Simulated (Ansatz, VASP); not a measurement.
TiO: VASP beside Ansatz

File INCAR:

```
PREC = Accurate
ENCUT = 520
EDIFF = 1E-6
ISMEAR = 0
SIGMA = 0.15
LREAL = False
LASPH = True
NELM = 60
ALGO = Normal
ISIF = 2
LWAVE = False
LCHARG = False
GGA = PS
NBANDS = 16
```

The input KPOINTS:

```
regular mesh
0
Gamma
  30 30 24
```

The input POSCAR:

```
TiO
1.0
    2.8270944920      0.0000000000      0.0000000000
   -1.4135472460      2.4483356490      0.0000000000
    0.0000000000      0.0000000000      2.7190616530
Ti O
1 1
Direct
    0.6666666667      0.3333333333      0.0000000000
    0.0000000000      0.0000000000      0.5000000000
```

Input for Ansatz:

```yaml
crystal:
  lattice:
    - [2.827094492, 0.0, 0.0]
    - [-1.413547246, 2.448335649, 0.0]
    - [0.0, 0.0, 2.719061653]
  atoms:
    - { symbol: Ti, position: [0.6666666667, 0.3333333333, 0.0] }
    - { symbol: O, position: [0.0, 0.0, 0.5] }
basis:
  ecutwfc: 420
kpoints:
  mp_grid: { grid: [30, 30, 24] }
hamiltonian:
  xc: pbesol
scf:
  occupations: { method: gaussian, width: 0.15 }
output:
  forces: true
  stress: true
  eigenvalues: true
  write_density: true
  write_potential: true
  elf: true
  volumetric_format: npy
```

Alike in both runs: task single point; functional PBEsol; k mesh 30 × 30 × 24; occupations gaussian, width 0.15 eV; no spin polarisation.

|  | VASP | Ansatz |
| --- | --- | --- |
| version | VASP 6.6.1 | Ansatz 0.2.0 |
| potentials or method | VASP PAW PBE potentials, release 64 (Ti_sv, O), cutoff 520 eV | scalar-relativistic, plane waves, PAW |
| valence electrons in the cell | 18 | 18 |

```tsv
	VASP	Ansatz	Ansatz less VASP
gap on the k mesh at the Fermi level (eV)	none	none	-
pressure (GPa)	1.8	1.0	-0.75
traceless stress, the component that is largest in VASP (GPa)	11.91	11.77	-0.137
```

VASP's potentials were made for PBE, not for PBEsol. A gap of «none» marks a metal or a gap that the smearing closes. With one functional, cell and mesh, what is left measures potentials, basis and numerics.
